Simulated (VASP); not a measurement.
Here is a VASP 6.6.1 calculation.

The input INCAR:

```
ALGO = Normal
EDIFF = 1E-8
ENCUT = 520
ISIF = 2
ISMEAR = -1
LASPH = True
LCHARG = False
LEFG = True
LREAL = False
LWAVE = False
NBANDS = 26
NELM = 100
PREC = Accurate
SIGMA = 0.03
```

KPOINTS

```
k-points
0
Gamma
  10 10 10
```

File POSCAR:

```
Sn2Ir
1.0
    0.0316900000      3.1848450000      3.1848450000
    3.1848450000      0.0316900000      3.1848450000
    3.1848450000      3.1848450000      0.0316900000
Sn Ir
2 1
Direct
    0.2500000000      0.2500000000      0.2500000000
    0.7500000000      0.7500000000      0.7500000000
    0.0000000000      0.0000000000      0.0000000000
```

Potentials or basis: VASP PAW LDA potentials, release 64 (Sn_d, Ir).

Launch:

```console
$ cat potpaw_LDA.64/Sn_d/POTCAR potpaw_LDA.64/Ir/POTCAR > POTCAR
$ mpirun -np 1 vasp_std > vasp.out
```

Q: Predict the pressure.

A: -1.8 GPa.

Q: What does it give for the largest force?

A: 0.119 eV/Å.

Stress tensor (GPa, compression positive):
```
-1.76 -0.48 -0.48
-0.48 -1.76 -0.48
-0.48 -0.48 -1.76
```

Caveat: the cell differs from its parent crystal (equal xy, yz and zx shear strains of +1 %); without QUAD_EFG the Cq values of the log hold for a quadrupole moment of 1 mb, not for the nuclei.
